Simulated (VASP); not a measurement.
A run of VASP 6.6.1:

Contents of INCAR:

```
SYSTEM = Fe
ALGO = Normal
EDIFF = 1E-6
ENCUT = 600
GGA_COMPAT = .FALSE.
ISIF = 2
ISMEAR = 1
LASPH = .TRUE.
LCHARG = .FALSE.
LREAL = .FALSE.
LWAVE = .FALSE.
NBANDS = 10
NELM = 120
PREC = Accurate
SIGMA = 0.2
```

The input KPOINTS:

```
k-points
0
G
  16 16 16
  0 0 0
```

Contents of POSCAR:

```
Fe
1.0
   -1.3498227879      1.3498227879      1.3498227879
    1.3498227879     -1.3498227879      1.3498227879
    1.3498227879      1.3498227879     -1.3498227879
Fe
1
Direct
    0.0000000000      0.0000000000      0.0000000000
```

Potentials or basis: VASP PAW LDA potentials, release 64 (Fe).

Launch:

```sh
$ cat potpaw_LDA.64/Fe/POTCAR > POTCAR
$ mpirun -np 1 vasp_std > vasp.out
```

Hardware: 1 thread of AMD EPYC 9R45 (Zen 5), on a shared host.

Estimate the wall time of this run.

It took 18 s on 1 thread of AMD EPYC 9R45 (Zen 5), on a shared host, peak memory 0.1 GiB. Counts: scf iterations 12, k points 145.
